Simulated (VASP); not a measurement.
# Ga (Cmcm) in VASP: notebook, part 2 of 2

VASP 6.6.1. Earlier steps stand in the parts before.

## (4) Single point, r2SCAN

This run uses another cell than the first one, of 18.15 Å³/atom.

POSCAR reads:

```
Ga
1.0
    1.3693766788     -3.9551355037      0.0000000000
    1.3693766788      3.9551355037      0.0000000000
    0.0000000000      0.0000000000      3.3505031124
Ga
2
Direct
    0.8660941874      0.1339058126      0.2500000000
    0.1339058126      0.8660941874      0.7500000000
```

INCAR.step1 reads:

```
SYSTEM = Ga
  PREC = Accurate
  ENCUT = 520
  ISMEAR = 0
  SIGMA = 0.1
  LREAL = .False.
  LASPH = .True.
  NELM = 80
  NBANDS = 20
  GGA = PE
  ALGO = Normal
  EDIFF = 1E-4
  LWAVE = .True.
  LCHARG = .False.
```

INCAR.step2 reads:

```
SYSTEM = Ga
  PREC = Accurate
  ENCUT = 520
  EDIFF = 1E-6
  ISMEAR = 0
  SIGMA = 0.1
  LREAL = .False.
  LASPH = .True.
  NELM = 80
  ALGO = Normal
  ISIF = 2
  LWAVE = .False.
  LCHARG = .False.
  METAGGA = R2SCAN
  LMIXTAU = .True.
  NBANDS = 20
  ISTART = 1
```

KPOINTS reads:

```
Automatic mesh
0
Gamma
  16 16 14
  0 0 0
```

Potentials or basis: VASP PAW PBE potentials, release 64 (Ga_d).

Started as:

```console
$ cat potpaw_PBE.64/Ga_d/POTCAR > POTCAR
$ cp INCAR.step1 INCAR
$ mpirun -np 1 vasp_std > vasp.out
$ cp INCAR.step2 INCAR
$ mpirun -np 1 vasp_std > vasp.out
```

OUTCAR:

```text
SYSTEM = Ga
   PREC = Accurate
   ENCUT = 520
   EDIFF = 1E-6
   ISMEAR = 0
   LREAL = .False.
   LASPH = .True.
   NELM = 80
   ISIF = 2
   METAGGA = R2SCAN
   ISTART = 1

 ion  position               nearest neighbor table
   1  0.866  0.134  0.250-   2 2.70   2 2.70   2 2.84   2 2.84   2 2.84   2 2.84
   2  0.134  0.866  0.750-   1 2.70   1 2.70   1 2.84   1 2.84   1 2.84   1 2.84

  LATTYP: Found a base centered orthorhombic cell.
 ALAT       =     2.7387533576
 B/A-ratio  =     2.8882743258
 C/A-ratio  =     1.2233679616

  Lattice vectors:

 A1 = (   1.3693766788,  -3.9551355037,   0.0000000000)
 A2 = (   1.3693766788,   3.9551355037,   0.0000000000)
 A3 = (   0.0000000000,   0.0000000000,   3.3505031124)

Analysis of symmetry for initial positions (statically):
=====================================================================
 Subroutine PRICEL returns:
 Original cell was already a primitive cell.

 Routine SETGRP: Setting up the symmetry group for a
 base centered orthorhombic supercell.

 Subroutine GETGRP returns: Found  8 space group operations
 (whereof  4 operations were pure point group operations)
 out of a pool of  8 trial point group operations.

The static configuration has the point symmetry C_2h.
[... 162 lines left out ...]

 E-fermi :   5.8324     XC(G=0): -12.2694

 val. band max:        5.8318715341   @ k =  -0.4375   0.0625   0.5000
 cond. band min:       5.8332666903   @ k =   0.3750   0.2500   0.4286
 fundamental gap:      0.0013951562
 Fermi energy:         5.8323870928

 k-point     1 :       0.0000    0.0000    0.0000
  band No.  band energies     occupation
      1      -9.9815      2.00000
      2      -9.9814      2.00000
      3      -9.9224      2.00000
      4      -9.9166      2.00000
      5      -9.6143      2.00000
      6      -9.6079      2.00000
[... 541 lines left out ...]
     19      17.5395      0.00000
     20      19.2269      0.00000

 [... further k-points ...]

------------------------ aborting loop because EDIFF is reached ----------------------------------------

  FORCE on cell =-STRESS in cart. coord.  units (eV):
  Direction    XX          YY          ZZ          XY          YZ          ZX
  --------------------------------------------------------------------------------------
  -------------------------------------------------------------------------------------
  Total        0.0007780     -0.0099293      0.0059693      0.0000000     -0.0000000      0.0000000
  in kB        0.0343472     -0.4383322      0.2635191      0.0000000     -0.0000000      0.0000000
  external PRESSURE =      -0.0468220 kB  Pullay stress =       0.0000000 kB

 VOLUME and BASIS-vectors are now :
 -----------------------------------------------------------------------------
  energy-cutoff  :      520.00
  volume of cell :       36.29
      direct lattice vectors                 reciprocal lattice vectors
     1.369376679 -3.955135504  0.000000000     0.365129630 -0.126417919  0.000000000
     1.369376679  3.955135504  0.000000000     0.365129630  0.126417919  0.000000000
     0.000000000  0.000000000  3.350503112     0.000000000  0.000000000  0.298462639

 POSITION                                       TOTAL-FORCE (eV/Angst)
 -----------------------------------------------------------------------------------
      1.36938     -2.89590      0.83763         0.000000     -0.003846      0.000000
      1.36938      2.89590      2.51288         0.000000      0.003846      0.000000
 -----------------------------------------------------------------------------------
    total drift:                               -0.000000     -0.000000      0.000000

  FREE ENERGIE OF THE ION-ELECTRON SYSTEM (eV)
  ---------------------------------------------------
  free  energy   TOTEN  =       -22.7304164045 eV

  energy  without entropy=      -22.7271382191  energy(sigma->0) =      -22.72877731
```

OUTCAR.step1:

```text
SYSTEM = Ga
   PREC = Accurate
   ENCUT = 520
   ISMEAR = 0
   LREAL = .False.
   LASPH = .True.
[... 777 lines left out ...]
      1.36938     -2.89590      0.83763         0.000000     -0.012889      0.000000
      1.36938      2.89590      2.51288         0.000000      0.012889     -0.000000
 -----------------------------------------------------------------------------------
    total drift:                               -0.000000     -0.000000      0.000000

  FREE ENERGIE OF THE ION-ELECTRON SYSTEM (eV)
  ---------------------------------------------------
  free  energy   TOTEN  =        -5.7652496389 eV

  energy  without entropy=       -5.7617375723  energy(sigma->0) =       -5.76349361
```

OSZICAR.step1:

```text
N       E                     dE             d eps       ncg     rms          rms(c)
DAV:   1     0.130104981393E+03    0.13010E+03   -0.13247E+04 24868   0.248E+03
DAV:   2     0.532587961387E+01   -0.12478E+03   -0.12168E+03 24072   0.382E+02
DAV:   3    -0.565583844407E+01   -0.10982E+02   -0.10929E+02 26232   0.935E+01
DAV:   4    -0.581715702836E+01   -0.16132E+00   -0.16122E+00 26844   0.125E+01
DAV:   5    -0.581988272951E+01   -0.27257E-02   -0.27255E-02 26664   0.159E+00    0.146E+00
DAV:   6    -0.577459193872E+01    0.45291E-01   -0.91082E-02 31220   0.510E+00    0.751E-01
DAV:   7    -0.576618007082E+01    0.84119E-02   -0.18074E-02 33412   0.188E+00    0.207E-01
DAV:   8    -0.576523174811E+01    0.94832E-03   -0.22537E-03 25760   0.669E-01    0.193E-02
DAV:   9    -0.576524963888E+01   -0.17891E-04   -0.88140E-05 19220   0.100E-01
   1 F= -.57652496E+01 E0= -.57634936E+01  d E =-.351207E-02
```

It took 19 min on 1 thread of Intel Xeon 6975P-C (Granite Rapids), shared host; peak memory 0.44 GiB.

What came out:

```
Free energy            : -22.7304 eV
Pressure               : 0.0 GPa
Largest force          : 0.004 eV/Å
Band gap on the k mesh : zero (bands 13 and 14 overlap by 8.77 eV)
```

Forces on the atoms (eV/Å):
```
Ga   0.000 -0.004  0.000
Ga   0.000  0.004  0.000
```

Caveat: the PAW data sets were made with another functional, which shifts forces and pressure a little.

## (5) The runs side by side

| cell | gap on the mesh (eV) | pressure (GPa) |
| --- | --- | --- |
| a = 4.113, b = 4.113, c = 3.271 Å, angles 90.0, 90.0, 141.9°, 2 atoms, atomic positions A | none | 4.6 |
| a = 4.316, b = 4.316, c = 3.170 Å, angles 90.0, 90.0, 140.7°, 2 atoms, atomic positions B | none | -1.5 |
| a = 4.185, b = 4.185, c = 3.351 Å, angles 90.0, 90.0, 141.8°, 2 atoms, atomic positions C | none | 0.0 |

Alike in all rows: task single point; level r2SCAN; potentials or basis VASP PAW PBE potentials, release 64 (Ga_d); no spin polarisation; k mesh 16 × 16 × 14; cutoff (eV) 520; smearing gaussian 0.1 eV.

Caveats: the PAW data sets were made with another functional, which shifts forces and pressure a little; the cell stands under pressure (at least some runs).

Total energies depend on the potentials used, so only differences within one code and one set of settings carry meaning.

The gap in the log of VASP goes by the Fermi energy; the results here count the filled bands.